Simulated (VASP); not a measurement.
Runs of VASP 6.6.1 on BaTiO3. The typed cell holds 10 atoms: a = 5.655 Å, b = 5.655 Å, c = 5.670 Å, α = 60.09°, β = 60.09°, γ = 60.00°. 

```tsv
level	potentials or basis	U	cutoff (eV)	gap on the mesh (eV)	pressure (GPa)	largest force (eV/Å)
r2SCAN	VASP PAW PBE potentials, release 64 (Ba_sv, Ti_sv, O)	-	520	0.51	(b)	26.96
LDA+U	VASP PAW LDA potentials, release 64 (Ba_sv, Ti_sv, O)	Ti d U = 6.0 eV	600	0.70	72.4	25.55
LDA+U	VASP PAW LDA potentials, release 64 (Ba_sv, Ti_sv, O)	Ti d U = 5.0 eV	600	0.68	71.4	25.50
LDA+U	VASP PAW LDA potentials, release 64 (Ba_sv, Ti_sv, O)	Ti d U = 1.0 eV	600	(a)	67.4	25.23
```

Alike in all rows: task single point; no spin polarisation; cell as given; k mesh 6 × 6 × 6; smearing fermi-dirac 0.05 eV.

Q: Estimate the missing entries.

A: (a) 0.42; (b) 76.4.

Caveats: atoms lie so close that the PAW spheres overlap strongly, which falsifies energies and pressures; spin-orbit coupling is left out, which moves the levels of the heavy elements; forces of over 1 eV/Å act on the atoms, so gaps and moduli don't describe the material at rest (at least some runs); the stress differs along the axes, from 72 to 81 GPa (at least some runs); the PAW data sets were made with another functional, which shifts forces and pressure a little (at least some runs); the stress differs along the axes, from 66 to 79 GPa (at least some runs); the stress differs along the axes, from 65 to 78 GPa (at least some runs).

A k mesh can miss the band edges, and the runs leave out spin-orbit coupling on Ba.
